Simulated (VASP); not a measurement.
# SiC (Moissanite 6H) (P6_3mc) in VASP: further runs, part 2 of 2

VASP 6.6.1.

### Step 4. Single point, PBEsol

This run uses another cell than the first one, of 10.91 Å³/atom, 1.020 times its volume.

Contents of INCAR:

```
PREC = Accurate ; ENCUT = 520
EDIFF = 1E-6 ; ISMEAR = -1
SIGMA = 0.05 ; LREAL = False
LASPH = True ; NELM = 100
ALGO = Normal ; ISIF = 2
LWAVE = False ; LCHARG = False
GGA = PS ; NBANDS = 36
```

Contents of KPOINTS:

```
Automatic mesh
0
Gamma
  10 10 2
```

Contents of POSCAR:

```
SiC
1.0
    3.1357283548      0.0000000000      0.0000000000
   -1.5678641774      2.7156204146      0.0000000000
    0.0000000000      0.0000000000     15.3696281560
Si C
6 6
Direct
    0.6666666667      0.3333333333      0.4583000000
    0.3333333333      0.6666666667      0.9583000000
    0.6666666667      0.3333333333      0.7917000000
    0.3333333333      0.6666666667      0.2917000000
    0.0000000000      0.0000000000      0.6250000000
    0.0000000000      0.0000000000      0.1250000000
    0.6666666667      0.3333333333      0.3333000000
    0.3333333333      0.6666666667      0.8333000000
    0.6666666667      0.3333333333      0.6667000000
    0.3333333333      0.6666666667      0.1667000000
    0.0000000000      0.0000000000      0.5000000000
    0.0000000000      0.0000000000      0.0000000000
```

Potentials or basis: VASP PAW PBE potentials, release 64 (Si, C).

Run with:

```console
$ cat potpaw_PBE.64/Si/POTCAR potpaw_PBE.64/C/POTCAR > POTCAR
$ mpirun -np 1 vasp_std > vasp.out
```

OUTCAR:

```text
PREC = Accurate
   ENCUT = 520
   EDIFF = 1E-6
   ISMEAR = -1
   LREAL = False
   LASPH = True
   NELM = 100
   ISIF = 2
   GGA = PS

 ion  position               nearest neighbor table
   1  0.667  0.333  0.458-  11 1.92  11 1.92  11 1.92   7 1.92   4 3.14   4 3.14   4 3.14   5 3.14
                             5 3.14   5 3.14
   2  0.333  0.667  0.958-  12 1.92  12 1.92  12 1.92   8 1.92   3 3.14   3 3.14   3 3.14   6 3.14
                             6 3.14   6 3.14
   3  0.667  0.333  0.792-   8 1.92   8 1.92   8 1.92   9 1.92   2 3.14   2 3.14   2 3.14   5 3.14
                             5 3.14   5 3.14
   4  0.333  0.667  0.292-   7 1.92   7 1.92   7 1.92  10 1.92   1 3.14   1 3.14   1 3.14   6 3.14
                             6 3.14   6 3.14
[... 1175 lines left out ...]
  volume of cell :      130.88
      direct lattice vectors                 reciprocal lattice vectors
     3.135728355  0.000000000  0.000000000     0.318905175  0.184119989  0.000000000
    -1.567864177  2.715620415  0.000000000     0.000000000  0.368239977  0.000000000
     0.000000000  0.000000000 15.369628156     0.000000000  0.000000000  0.065063383

 POSITION                                       TOTAL-FORCE (eV/Angst)
 -----------------------------------------------------------------------------------
      1.56786      0.90521      7.04390         0.000000     -0.000000      0.048899
     -0.00000      1.81041     14.72871        -0.000000     -0.000000      0.048899
      1.56786      0.90521     12.16813        -0.000000     -0.000000      0.021075
     -0.00000      1.81041      4.48332         0.000000     -0.000000      0.021075
      0.00000      0.00000      9.60602        -0.000000     -0.000000      0.046703
      0.00000      0.00000      1.92120         0.000000      0.000000      0.046703
      1.56786      0.90521      5.12270        -0.000000      0.000000     -0.011875
     -0.00000      1.81041     12.80751         0.000000     -0.000000     -0.011875
      1.56786      0.90521     10.24693         0.000000     -0.000000      0.032121
     -0.00000      1.81041      2.56212        -0.000000      0.000000      0.032121
      0.00000      0.00000      7.68481         0.000000     -0.000000     -0.136922
      0.00000      0.00000      0.00000         0.000000     -0.000000     -0.136922
 -----------------------------------------------------------------------------------
    total drift:                               -0.000000     -0.000000      0.000430

  FREE ENERGIE OF THE ION-ELECTRON SYSTEM (eV)
  ---------------------------------------------------
  free  energy   TOTEN  =       -95.2787641321 eV

  energy  without entropy=      -95.2787641315  energy(sigma->0) =      -95.27876413
```

OSZICAR:

```text
N       E                     dE             d eps       ncg     rms          rms(c)
DAV:   1     0.112113585499E+03    0.11211E+03   -0.21611E+04  2016   0.120E+03
DAV:   2    -0.931641387057E+02   -0.20528E+03   -0.19303E+03  2680   0.201E+02
DAV:   3    -0.105007187078E+03   -0.11843E+02   -0.11756E+02  2636   0.458E+01
DAV:   4    -0.105197776731E+03   -0.19059E+00   -0.19012E+00  2576   0.664E+00
DAV:   5    -0.105202161116E+03   -0.43844E-02   -0.43799E-02  2596   0.954E-01    0.201E+01
DAV:   6    -0.956240055411E+02    0.95782E+01   -0.28597E+01  2484   0.193E+01    0.906E+00
DAV:   7    -0.953630719046E+02    0.26093E+00   -0.26511E+00  2720   0.616E+00    0.382E+00
DAV:   8    -0.952886702118E+02    0.74402E-01   -0.17731E-01  2436   0.167E+00    0.117E+00
DAV:   9    -0.952783705172E+02    0.10300E-01   -0.24122E-02  2520   0.680E-01    0.171E-01
DAV:  10    -0.952787392770E+02   -0.36876E-03   -0.16692E-03  2492   0.178E-01    0.870E-02
DAV:  11    -0.952787634218E+02   -0.24145E-04   -0.16256E-04  2536   0.667E-02    0.157E-02
DAV:  12    -0.952787636113E+02   -0.18945E-06   -0.10066E-05  2504   0.150E-02    0.789E-03
DAV:  13    -0.952787641321E+02   -0.52081E-06   -0.99335E-07  1624   0.454E-03
   1 F= -.95278764E+02 E0= -.95278764E+02  d E =-.572470E-09
```

stdout:

```text
POSCAR found type information on POSCAR SiC
 POSCAR found :  2 types and      12 ions
 scaLAPACK will be used
 -----------------------------------------------------------------------------
|                                                                             |
|                                                                             |
|     You enforced a specific xc type in the INCAR file but a different       |
|     I HOPE YOU KNOW WHAT YOU ARE DOING!                                     |
|                                                                             |
 -----------------------------------------------------------------------------

 LDA part: xc-table for (Slater+PW92), standard interpolation
 POSCAR, INCAR and KPOINTS ok, starting setup
 FFT: planning ... GRIDC
 FFT: planning ... GRID_SOFT
 FFT: planning ... GRID
 WAVECAR not read
 entering main loop
```

Run time: 49 s. Hardware: 1 thread of Intel Xeon 6975P-C (Granite Rapids), shared host; peak memory 0.28 GiB.

What came out:

```
Free energy            : -95.2788 eV
Pressure               : -10.5 GPa
Largest force          : 0.137 eV/Å
Band gap on the k mesh : 1.92 eV, indirect (least direct gap 3.00 eV)
```

Forces on the atoms (eV/Å):
```
Si   0.000  0.000  0.049
Si   0.000  0.000  0.049
Si   0.000  0.000  0.021
Si   0.000  0.000  0.021
Si   0.000  0.000  0.047
Si   0.000  0.000  0.047
C    0.000  0.000 -0.012
C    0.000  0.000 -0.012
C    0.000  0.000  0.032
C    0.000  0.000  0.032
C    0.000  0.000 -0.137
C    0.000  0.000 -0.137
```

Levels at points of the mesh, in eV from the valence-band top:
| k point | band 22 | band 23 | band 24 | band 25 | band 26 | band 27 |
| --- | --- | --- | --- | --- | --- | --- |
| (0.00, 0.00, 0.00) | -0.05 | 0.00 | 0.00 | 4.65 | 4.82 | 5.21 |
| (0.50, 0.00, 0.00) | -1.75 | -1.65 | -1.09 | 1.92 | 2.08 | 3.00 |
| (0.00, 0.00, 0.50) | -0.10 | -0.10 | -0.10 | 4.71 | 4.71 | 5.44 |
| (0.50, 0.00, 0.50) | -1.70 | -1.29 | -1.29 | 1.94 | 1.94 | 3.23 |

Caveat: the PAW data sets were made with another functional, which shifts forces and pressure a little.

### Step 5. Single point, BLYP

This run uses another cell than the first one, of 10.91 Å³/atom, 1.020 times its volume.

Contents of INCAR:

```
AGGAC = 1.0
AGGAX = 1.0
ALDAC = 0.0
ALDAX = 1.0
ALGO = Normal
EDIFF = 1E-7
ENCUT = 520
GGA = B5
ISIF = 2
ISMEAR = -1
LASPH = True
LCHARG = True
LELF = True
LREAL = False
LVHAR = True
LWAVE = False
NBANDS = 36
NELM = 100
PREC = Accurate
SIGMA = 0.05
```

Contents of KPOINTS:

```
k-points
0
Gamma
  10 10 2
```

POSCAR is that of step 4.

Run with:

```console
$ cat potpaw_PBE.64/Si/POTCAR potpaw_PBE.64/C/POTCAR > POTCAR
$ mpirun -np 1 vasp_std > vasp.out
```

Run time: 89 s. Hardware: 1 thread of Intel Xeon 6975P-C (Granite Rapids), shared host; peak memory 0.28 GiB.

It converged, with:

| Item | Value |
| --- | --- |
| Free energy | -81.9835 eV |
| Pressure | -2.6 GPa |
| Largest force | 0.136 eV/Å |
| Band gap on the k mesh | 2.33 eV, indirect (least direct gap 3.41 eV) |

Forces in eV/Å, atoms in the order of the input:
```
Si   0.000  0.000  0.038
Si   0.000  0.000  0.038
Si   0.000  0.000  0.017
Si   0.000  0.000  0.017
Si   0.000  0.000  0.049
Si   0.000  0.000  0.049
C    0.000  0.000 -0.010
C    0.000  0.000 -0.010
C    0.000  0.000  0.042
C    0.000  0.000  0.042
C    0.000  0.000 -0.136
C    0.000  0.000 -0.136
```

Stress tensor (GPa, compression positive):
```
-2.84  0.00  0.00
 0.00 -2.84  0.00
 0.00  0.00 -2.02
```

Levels at points of the mesh, in eV from the valence-band top:
```tsv
k point	band 21	band 22	band 23	band 24	band 25	band 26	band 27	band 28
(0.00, 0.00, 0.00)	-0.29	-0.04	0.00	0.00	4.83	5.02	5.39	5.85
(0.50, 0.00, 0.00)	-1.74	-1.71	-1.58	-1.08	2.33	2.48	3.38	4.03
(0.00, 0.00, 0.50)	-0.09	-0.09	-0.09	-0.09	4.90	4.90	5.63	5.63
(0.50, 0.00, 0.50)	-1.66	-1.66	-1.27	-1.27	2.36	2.36	3.60	3.60
```

Caveat: the PAW data sets were made with another functional, which shifts forces and pressure a little.

### Step 6. Relaxation of cell and atoms, BLYP+D4

This run uses another cell than the first one, of 10.49 Å³/atom, 0.980 times its volume.

Contents of INCAR:

```
SYSTEM = SiC
AGGAC = 1.0 ; AGGAX = 1.0
ALDAC = 0.0 ; ALDAX = 1.0
ALGO = Normal ; EDIFF = 1E-7
EDIFFG = -0.01 ; ENCUT = 600
GGA = B5 ; IBRION = 2
ISIF = 3 ; ISMEAR = -1
IVDW = 13 ; LASPH = .True.
LCHARG = .False. ; LREAL = .False.
LWAVE = .False. ; NELM = 80
NSW = 60 ; PREC = Accurate
SIGMA = 0.05 ; VDW_A1 = 0.44488865
VDW_A2 = 4.0933009 ; VDW_S6 = 1.0
VDW_S8 = 2.34076671
```

Contents of KPOINTS:

```
k-points
0
Gamma
  10 10 2
  0 0 0
```

POSCAR: that of step 5 with these lines changed.

```diff
@@ -2,5 +2,5 @@
 1.0
-    3.1357283548      0.0000000000      0.0000000000
-   -1.5678641774      2.7156204146      0.0000000000
-    0.0000000000      0.0000000000     15.3696281560
+    3.0950000000      0.0000000000      0.0000000000
+   -1.5475000000      2.6803486247      0.0000000000
+    0.0000000000      0.0000000000     15.1700000000
 Si C
```

Potentials or basis: VASP PAW PBE potentials, release 64 (Si, C).

Run with:

```console
$ cat potpaw_PBE.64/Si/POTCAR potpaw_PBE.64/C/POTCAR > POTCAR
$ mpirun -np 1 vasp_std > vasp.out
```

It took 11 min on 1 thread of AMD EPYC 9R45 (Zen 5), shared host; peak memory 0.33 GiB.

The run converged. Its results:

```
Free energy                            : -89.5628 eV
Relaxed volume                         : 10.32 Å³/atom
Relaxed cell                           : a = 3.077 Å, b = 3.077 Å, c = 15.106 Å, α = 90.00°, β = 90.00°, γ = 120.00°
Space group after relaxing (to 0.05 Å) : P6_3mc (No. 186)
Energy gained by relaxing              : 1.8 meV/atom
Ionic steps                            : 7
Pressure after relaxing                : -0.1 GPa
Largest force after relaxing           : 0.009 eV/Å
Band gap on the k mesh                 : 2.34 eV, indirect (least direct gap 3.43 eV)
Dispersion energy per atom             : -0.641 eV
```

Forces on the atoms (eV/Å):
```
Si   0.000  0.000 -0.002
Si   0.000  0.000 -0.002
Si   0.000  0.000 -0.001
Si   0.000  0.000 -0.001
Si   0.000  0.000 -0.003
Si   0.000  0.000 -0.003
C    0.000  0.000  0.000
C    0.000  0.000  0.000
C    0.000  0.000 -0.002
C    0.000  0.000 -0.002
C    0.000  0.000  0.009
C    0.000  0.000  0.009
```

The path:
```
step  energy change (eV)  largest force (eV/Å)  pressure (GPa)  volume (Å³)
   1              0.0000                0.1452           -3.24       125.85
   2             -0.0018                0.1139            3.27       122.02
   3             -0.0214                0.0360           -0.01       123.87
   4             -0.0214                0.0375            0.06       123.83
   5             -0.0215                0.0154            0.08       123.82
   6             -0.0215                0.0153            0.07       123.82
   7             -0.0215                0.0086           -0.05       123.90
```

Final structure:
```
Si C
1.0
     3.07738    0.00000    0.00000
    -1.53869    2.66509    0.00000
     0.00000    0.00000   15.10641
Si C
6 6
Direct
  0.66667 0.33333 0.45826
  0.33333 0.66667 0.95826
  0.66667 0.33333 0.79182
  0.33333 0.66667 0.29182
  0.00000 0.00000 0.62507
  0.00000 0.00000 0.12507
  0.66667 0.33333 0.33330
  0.33333 0.66667 0.83330
  0.66667 0.33333 0.66688
  0.33333 0.66667 0.16688
  0.00000 0.00000 0.49966
  0.00000 0.00000 0.99966
```

Levels at points of the mesh, in eV from the valence-band top:
| k point | band 20 | band 21 | band 22 | band 23 | band 24 | band 25 | band 26 | band 27 | band 28 | band 29 |
| --- | --- | --- | --- | --- | --- | --- | --- | --- | --- | --- |
| (0.00, 0.00, 0.00) | -0.30 | -0.30 | -0.04 | 0.00 | 0.00 | 5.35 | 5.52 | 5.92 | 6.43 | 6.51 |
| (0.50, 0.00, 0.00) | -2.21 | -1.79 | -1.76 | -1.62 | -1.10 | 2.34 | 2.52 | 3.50 | 4.16 | 4.84 |
| (0.00, 0.00, 0.50) | -0.63 | -0.09 | -0.09 | -0.09 | -0.09 | 5.41 | 5.41 | 6.15 | 6.15 | 6.87 |
| (0.50, 0.00, 0.50) | -2.32 | -1.69 | -1.69 | -1.29 | -1.29 | 2.38 | 2.38 | 3.71 | 3.71 | 5.03 |

Caveat: the PAW data sets were made with another functional, which shifts forces and pressure a little. A k mesh can miss the band edges.

### Step 7. Overview

```csv
task,level,cell,cutoff (eV),gap on the mesh (eV),pressure (GPa),largest force (eV/Å)
single point,PBEsol,"a = 3.115, b = 3.115, c = 15.270 Å, angles 90.0, 90.0, 120.0°, 12 atoms",520,1.91,-6.8,0.14
single point,BLYP,"a = 3.115, b = 3.115, c = 15.270 Å, angles 90.0, 90.0, 120.0°, 12 atoms",520,2.33,1.2,0.14
single point,PBEsol,"a = 3.136, b = 3.136, c = 15.370 Å, angles 90.0, 90.0, 120.0°, 12 atoms",520,1.92,-10.5,0.14
single point,BLYP,"a = 3.136, b = 3.136, c = 15.370 Å, angles 90.0, 90.0, 120.0°, 12 atoms",520,2.33,-2.6,0.14
relaxation of cell and atoms,BLYP+D4,"relaxed from a = 3.095, b = 3.095, c = 15.170 Å, angles 90.0, 90.0, 120.0°, 12 atoms",600,2.34,-0.1,0.01
```

Alike in all rows: potentials or basis VASP PAW PBE potentials, release 64 (Si, C); no spin polarisation; k mesh 10 × 10 × 2; smearing fermi-dirac 0.05 eV.

Caveats: the PAW data sets were made with another functional, which shifts forces and pressure a little.

Total energies depend on the potentials used, so only differences within one code and one set of settings carry meaning.
